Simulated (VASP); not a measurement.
Runs of VASP 6.6.1 on TaAs. The structure is that of space group I4_1md (No. 109), or close to it. The cells are those of the table. 

```csv
task,cell,gap on the mesh (eV),pressure (GPa)
single point,"a = 6.358 Å, angles 148.4, 148.4, 45.3°, 4 atoms",none,0.4
single point,"a = 6.464 Å, angles 148.6, 148.6, 45.0°, 4 atoms",none,(a)
electric field gradients,"a = 6.358 Å, angles 148.4, 148.4, 45.3°, 4 atoms",none,0.4
single point,"a = 6.412 Å, angles 148.5, 148.5, 45.2°, 4 atoms",none,-2.9
```

Alike in all rows: level PBE; potentials or basis VASP PAW PBE potentials, release 64 (Ta_pv, As); no spin polarisation; k mesh 16 × 16 × 16; cutoff (eV) 520; smearing gaussian 0.05 eV.

Q: Fill in the values left out.

A: (a) -5.9.

Caveats: spin-orbit coupling is left out, which moves the levels of the heavy elements.

A k mesh can miss the band edges, and the runs leave out spin-orbit coupling on As, Ta.

A gap of «none» marks levels without a gap at the run's occupations.
